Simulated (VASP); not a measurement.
# GaAs (Pmmm) in VASP: relaxation of cell and atoms with PBE

Aim: the relaxation of cell and atoms of GaAs with PBE.

All numbers are computed with VASP 6.6.1; they aren't measurements. Logs are shortened: lines on timing, memory, paths and dates and some standing lists are left out, and cuts for length are marked.

### Step 1. The cell of the first run

The structure is orthorhombic, space group Pmmm (No. 47). Conventional cell: a = 3.813 Å, b = 3.934 Å, c = 9.890 Å, α = 90.00°, β = 90.00°, γ = 90.00°. Ga (site symmetry mm2) has 4 As at 2.50 to 2.55 Å and 1 Ga at 3.39 Å within 3.4 Å. Ga (site symmetry mmm) has 4 As at 2.56 Å within 3.4 Å. As (site symmetry mm2) has 4 Ga at 2.50 to 2.56 Å and 1 As at 3.42 Å within 3.5 Å. As (site symmetry mmm) has 4 Ga at 2.55 Å within 3.4 Å.

The cell was generated, and may not be a known phase.

### Step 2. Relaxation of cell and atoms, PBE

INCAR

```
SYSTEM = GaAs
PREC     = Accurate       ! precision mode
ENCUT    = 600            ! plane-wave cutoff, eV
EDIFF    = 1E-7           ! SCF threshold, eV
ISMEAR   = 0              ! smearing method
SIGMA    = 0.1            ! smearing width, eV
LREAL    = .FALSE.        ! projectors in reciprocal space
LASPH    = .TRUE.         ! aspherical terms in the spheres
NELM     = 80             ! most SCF steps
ALGO     = Fast           ! electronic algorithm
ISIF     = 3              ! what is computed and relaxed
LWAVE    = .FALSE.        ! write WAVECAR
LCHARG   = .FALSE.        ! write CHGCAR
GGA      = PE             ! functional
IBRION   = 2              ! ionic algorithm
NSW      = 100            ! ionic steps
EDIFFG   = -0.01          ! ionic threshold
```

KPOINTS

```
Automatic mesh
0
G
  10 10 4
  0 0 0
```

POSCAR

```
GaAs
1.0
    3.8132117821      0.0000000000      0.0000000000
    0.0000000000      3.9344523519      0.0000000000
    0.0000000000      0.0000000000      9.8900078681
Ga As
3 3
Direct
    0.5000000000      0.5000000000      0.1712479224
    0.5000000000      0.5000000000      0.8287520776
    0.0000000000      0.0000000000      0.5000000000
    0.5000000000      0.0000000000      0.3269524302
    0.0000000000      0.5000000000      0.0000000000
    0.5000000000      0.0000000000      0.6730475698
```

Potentials or basis: VASP PAW PBE potentials, release 64 (Ga_d, As).

Command:

```console
cat potpaw_PBE.64/Ga_d/POTCAR potpaw_PBE.64/As/POTCAR > POTCAR
mpirun -np 1 vasp_std > vasp.out
```

OUTCAR:

```text
SYSTEM = GaAs
   PREC = Accurate
   ENCUT = 600
   EDIFF = 1E-7
   ISMEAR = 0
   LREAL = .FALSE.
   LASPH = .TRUE.
   NELM = 80
   ISIF = 3
   GGA = PE
   IBRION = 2
   NSW = 100
   EDIFFG = -0.01

 ion  position               nearest neighbor table
   1  0.500  0.500  0.171-   4 2.50   4 2.50   5 2.55   5 2.55
   2  0.500  0.500  0.829-   6 2.50   6 2.50   5 2.55   5 2.55
   3  0.000  0.000  0.500-   4 2.56   6 2.56   4 2.56   6 2.56
   4  0.500  0.000  0.327-   1 2.50   1 2.50   3 2.56   3 2.56
   5  0.000  0.500  0.000-   1 2.55   2 2.55   1 2.55   2 2.55
   6  0.500  0.000  0.673-   2 2.50   2 2.50   3 2.56   3 2.56

  LATTYP: Found a simple orthorhombic cell.
 ALAT       =     3.8132117821
 B/A-ratio  =     1.0317948692
 C/A-ratio  =     2.5936162042

  Lattice vectors:

 A1 = (   3.8132117821,   0.0000000000,   0.0000000000)
 A2 = (   0.0000000000,   3.9344523519,   0.0000000000)
 A3 = (   0.0000000000,   0.0000000000,   9.8900078681)

Analysis of symmetry for initial positions (statically):
=====================================================================
 Subroutine PRICEL returns:
 Original cell was already a primitive cell.

 Routine SETGRP: Setting up the symmetry group for a
 simple orthorhombic supercell.

 Subroutine GETGRP returns: Found  8 space group operations
 (whereof  8 operations were pure point group operations)
 out of a pool of  8 trial point group operations.

The static configuration has the point symmetry D_2h.

Analysis of symmetry for dynamics (positions and initial velocities):
=====================================================================
 Subroutine PRICEL returns:
 Original cell was already a primitive cell.

 Routine SETGRP: Setting up the symmetry group for a
 simple orthorhombic supercell.

 Subroutine GETGRP returns: Found  8 space group operations
 (whereof  8 operations were pure point group operations)
 out of a pool of  8 trial point group operations.

The dynamic configuration has the point symmetry D_2h.

 Subroutine INISYM returns: Found  8 space group operations
 (whereof  8 operations are pure point group operations),
 and found     1 'primitive' translations

----------------------------------------------------------------------------------------

                                     Primitive cell

  volume of cell :     148.3788

  direct lattice vectors                    reciprocal lattice vectors
     3.813211782  0.000000000  0.000000000     0.262246121  0.000000000  0.000000000
     0.000000000  3.934452352  0.000000000     0.000000000  0.254164979  0.000000000
     0.000000000  0.000000000  9.890007868     0.000000000  0.000000000  0.101112154

  length of vectors
     3.813211782  3.934452352  9.890007868     0.262246121  0.254164979  0.101112154

  position of ions in fractional coordinates (direct lattice)
     0.500000000  0.500000000  0.171247922
     0.500000000  0.500000000  0.828752078
     0.000000000  0.000000000  0.500000000
     0.500000000  0.000000000  0.326952430
     0.000000000  0.500000000  0.000000000
     0.500000000  0.000000000  0.673047570

  ion indices of the primitive-cell ions
   primitive index   ion index
                 1           1
                 2           2
                 3           3
                 4           4
                 5           5
                 6           6

----------------------------------------------------------------------------------------

 KPOINTS: Automatic mesh

Automatic generation of k-mesh.
 Grid dimensions read from file:
 generate k-points for:   10   10    4

 Generating k-lattice:

  Cartesian coordinates                     Fractional coordinates (reciprocal lattice)
     0.026224612  0.000000000  0.000000000     0.100000000  0.000000000  0.000000000
     0.000000000  0.025416498  0.000000000     0.000000000  0.100000000  0.000000000
     0.000000000  0.000000000  0.025278039     0.000000000  0.000000000  0.250000000

  Length of vectors
     0.026224612  0.025416498  0.025278039

  Shift w.r.t. Gamma in fractional coordinates (k-lattice)
     0.000000000  0.000000000  0.000000000

 Subroutine IBZKPT returns following result:
 ===========================================

 Found    108 irreducible k-points:

 Following reciprocal coordinates:
            Coordinates               Weight
  0.000000  0.000000  0.000000      1.000000
  0.100000  0.000000  0.000000      2.000000
  0.200000  0.000000  0.000000      2.000000
  0.300000  0.000000  0.000000      2.000000
  0.400000  0.000000  0.000000      2.000000
  0.500000  0.000000  0.000000      1.000000
[... 16 lines left out ...]
  0.400000  0.300000  0.000000      4.000000
  0.500000  0.300000  0.000000      2.000000
 [... further k-points ...]
   k-points           NKPTS =    108   k-points in BZ     NKDIM =    108   number of bands    NBANDS=     32
   number of dos      NEDOS =    301   number of ions     NIONS =      6
   total plane-waves  NPLWV =  76800
   dimension x,y,z NGX =    30 NGY =   32 NGZ =   80
   dimension x,y,z NGXF=    60 NGYF=   64 NGZF=  160
   ions per type =               3   3
   NGX,Y,Z   is equivalent  to a cutoff of  13.08, 13.52, 13.45 a.u.
   NGXF,Y,Z  is equivalent  to a cutoff of  26.16, 27.04, 26.90 a.u.
 SYSTEM =  GaAs
   PREC   = accura    normal or accurate (medium, high low for compatibility)
   ISTART =      0    job   : 0-new  1-cont  2-samecut
   ICHARG =      2    charge: 1-file 2-atom 10-const
   ISPIN  =      1    spin polarized calculation?
   LNONCOLLINEAR =      F non collinear calculations
   LSORBIT =      F    spin-orbit coupling
   LASPH  =      T    aspherical Exc in radial PAW
   ENCUT  =  600.0 eV  44.10 Ry    6.64 a.u.   7.62  7.86 19.75*2*pi/ulx,y,z
   NELM   =     80;   NELMIN=  2; NELMDL= -5     # of ELM steps
   EDIFF  = 0.1E-06   stopping-criterion for ELM
   LREAL  =      F    real-space projection
   EDIFFG = -.1E-01   stopping-criterion for IOM
   NSW    =    100    number of steps for IOM
   IBRION =      2    ionic relax: 0-MD 1-quasi-New 2-CG
   NFREE  =      1    steps in history (QN), initial steepest desc. (CG)
   ISIF   =      3    stress and relaxation
   ISYM   =      2    0-nonsym 1-usesym 2-fastsym
   POTIM  = 0.5000    time-step for ionic-motion
   TEBEG  =    0.0;   TEEND  =   0.0 temperature during run
   PSTRESS=    0.0 pullay stress
   NELECT =      54.0000    total number of electrons
   NUPDOWN=      -1.0000    fix difference up-down
   EMIN   =  10.00;   EMAX   =-10.00  energy-range for DOS
   EFERMI =   0.00;   METHOD = LEGACY
   ISMEAR =     0;   SIGMA  =   0.10  broadening in eV -4-tet -1-fermi 0-gaus
   EFERMI_NEDOS =   21; number of points for ismear=-14 and -15
   IALGO  =     68    algorithm
   IMIX   =      4    mixing-type and parameters
     AMIX     =   0.40;   BMIX     =  1.00
     AMIX_MAG =   1.60;   BMIX_MAG =  1.00
  volume/ion in A,a.u.               =      24.73       166.88
  Fermi-wavevector in a.u.,A,eV,Ry     =   1.168823  2.208755 18.587566  1.366148
  Thomas-Fermi vector in A             =   2.305304
   LORBIT       =      0    0 simple, 1 ext, 2 COOP (PROOUT), +10 PAW based schemes
   GGA     = PE    functional components
   LHFCALC =     F    Hartree Fock is set to
   AEXX    =    0.0000 exact exchange contribution
   IVDW    =     0    specifies the selected vdW correction
   LEPSILON=     F    determine dielectric tensor
   LRPA    =     F    only Hartree local field effects (RPA)
 conjugate gradient relaxation of ions
 non-spin polarized calculation
 RMM-DIIS sequential band-by-band and
 Gauss-broadening in eV      SIGMA  =   0.10
  energy-cutoff  :      600.00
  volume of cell :      148.38
 maximum number of plane-waves:      5004
   NGX = 15   NGY = 15   NGZ = 39

--------------------------------------- Ionic step        1  -------------------------------------------

 number of electron      54.0000013 magnetization

 Free energy of the ion-electron system (eV)
  ---------------------------------------------------
  ext. energy  EPLUGINS =         0.00000000
  ---------------------------------------------------
  free energy    TOTEN  =       -22.40082058 eV

  energy without entropy =      -22.39005930  energy(sigma->0) =      -22.39543994

------------------------ aborting loop because EDIFF is reached ----------------------------------------

  FORCE on cell =-STRESS in cart. coord.  units (eV):
  Direction    XX          YY          ZZ          XY          YZ          ZX
  --------------------------------------------------------------------------------------
  -------------------------------------------------------------------------------------
  Total        0.6676285     -0.4672431     -0.5335005      0.0000000      0.0000000      0.0000000
  in kB        7.2089758     -5.0452377     -5.7606773      0.0000000      0.0000000      0.0000000
  external PRESSURE =      -1.1989798 kB  Pullay stress =       0.0000000 kB
[... 185 lines left out ...]
  energy  without entropy=      -22.3962587346  energy(sigma->0) =      -22.40171596

--------------------------------------- Ionic step        6  -------------------------------------------

 number of electron      54.0000010 magnetization

 Free energy of the ion-electron system (eV)
  ---------------------------------------------------
  ext. energy  EPLUGINS =         0.00000000
  ---------------------------------------------------
  free energy    TOTEN  =       -22.40718179 eV

  energy without entropy =      -22.39625485  energy(sigma->0) =      -22.40171832

 E-fermi :   3.3904     XC(G=0):  -9.2817

 val. band max:        3.3867363926   @ k =   0.4000   0.4000   0.0000
 cond. band min:       3.3935135521   @ k =   0.4000   0.5000   0.0000
 fundamental gap:      0.0067771594
 Fermi energy:         3.3903654615

 k-point     1 :       0.0000    0.0000    0.0000
  band No.  band energies     occupation
      1     -11.8848      2.00000
      2     -11.7592      2.00000
      3     -11.7589      2.00000
      4     -11.7328      2.00000
      5     -11.6852      2.00000
      6     -11.6245      2.00000
[... 829 lines left out ...]
     31       5.6886      0.00000
     32       6.7642      0.00000

 [... further k-points ...]
[... 5 lines left out ...]
  --------------------------------------------------------------------------------------
  -------------------------------------------------------------------------------------
  Total       -0.0355255     -0.0202108     -0.0029114     -0.0000000      0.0000000      0.0000000
  in kB       -0.3844916     -0.2187408     -0.0315098     -0.0000000      0.0000000      0.0000000
  external PRESSURE =      -0.2115807 kB  Pullay stress =       0.0000000 kB
[... 21 lines left out ...]
  FREE ENERGIE OF THE ION-ELECTRON SYSTEM (eV)
  ---------------------------------------------------
  free  energy   TOTEN  =       -22.4071817886 eV

  energy  without entropy=      -22.3962548477  energy(sigma->0) =      -22.40171832

 reached required accuracy - stopping structural energy minimisation
```

Wall time 49 min (1 thread of Oxide Virtual Turin-like, shared host); peak memory 0.62 GiB.

Results:

* Free energy: -22.4072 eV
* Relaxed volume: 24.67 Å³/atom
* Relaxed cell: a = 3.849 Å, b = 3.916 Å, c = 9.821 Å, α = 90.00°, β = 90.00°, γ = 90.00°
* Space group after relaxing (to 0.1 Å): Pmmm (No. 47)
* Energy gained by relaxing: 1.1 meV/atom
* Ionic steps: 6
* Pressure after relaxing: 0.0 GPa
* Band gap on the k mesh: zero (bands 27 and 28 overlap by 1.50 eV)

Forces on the atoms (eV/Å):
```
Ga   0.000  0.000  0.003
Ga   0.000  0.000 -0.003
Ga   0.000  0.000  0.000
As   0.000  0.000 -0.001
As   0.000  0.000  0.000
As   0.000  0.000  0.001
```

Step by step:
| step | energy change (eV) | largest force (eV/Å) | pressure (GPa) | volume (Å³) |
| --- | --- | --- | --- | --- |
| 1 | 0.0000 | 0.0867 | -0.12 | 148.38 |
| 2 | -0.0056 | 0.0137 | -0.01 | 147.98 |
| 3 | -0.0061 | 0.0375 | 0.04 | 147.80 |
| 4 | -0.0061 | 0.0392 | 0.05 | 147.79 |
| 5 | -0.0064 | 0.0137 | 0.01 | 147.95 |
| 6 | -0.0064 | 0.0025 | -0.02 | 148.03 |

Final structure:
```cif
data_structure
_symmetry_space_group_name_H-M 'P 1'
_symmetry_Int_Tables_number 1
_cell_length_a 3.8491
_cell_length_b 3.9158
_cell_length_c 9.8215
_cell_angle_alpha 90.000
_cell_angle_beta 90.000
_cell_angle_gamma 90.000
_cell_volume 148.03
loop_
_atom_site_label
_atom_site_type_symbol
_atom_site_fract_x
_atom_site_fract_y
_atom_site_fract_z
_atom_site_occupancy
Ga1 Ga 0.50000 0.50000 0.17168 1
Ga2 Ga 0.50000 0.50000 0.82832 1
Ga3 Ga 0.00000 0.00000 0.50000 1
As1 As 0.50000 0.00000 0.32697 1
As2 As 0.00000 0.50000 0.00000 1
As3 As 0.50000 0.00000 0.67303 1
```
